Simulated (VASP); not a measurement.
Input of a VASP 6.6.1 run:

File INCAR:

```
SYSTEM = In
  ALGO = Normal
  EDIFF = 1E-6
  EDIFFG = -0.01
  ENCUT = 600
  GGA = PS
  IBRION = 2
  ISIF = 3
  ISMEAR = 0
  LASPH = .True.
  LCHARG = .False.
  LREAL = .False.
  LWAVE = .False.
  NELM = 100
  NSW = 100
  PREC = Accurate
  SIGMA = 0.1
```

Contents of KPOINTS:

```
k-points
0
Gamma
  21 21 18
  0 0 0
```

POSCAR

```
In
1.0
    3.2123895088      0.0000000000      0.0000000000
   -1.6061947544      2.7820109215      0.0000000000
    0.0000000000      0.0000000000      3.0015764473
In
1
Direct
    0.0000000000      0.0000000000      0.0000000000
```

Potentials or basis: VASP PAW PBE potentials, release 64 (In_d).

Run with:

```console
$ cat potpaw_PBE.64/In_d/POTCAR > POTCAR
$ mpirun -np 1 vasp_std > vasp.out
```

(1) Predict the space group after relaxing (to 0.05 Å).

(2) Predict the relaxed cell.

(3) Predict the relaxed volume.

## Answers

(1) P6/mmm (No. 191).

(2) a = 3.174 Å, b = 3.174 Å, c = 3.019 Å, α = 90.00°, β = 90.00°, γ = 120.00°.

(3) 26.34 Å³/atom.

Caveat: the PAW data sets were made with another functional, which shifts forces and pressure a little.
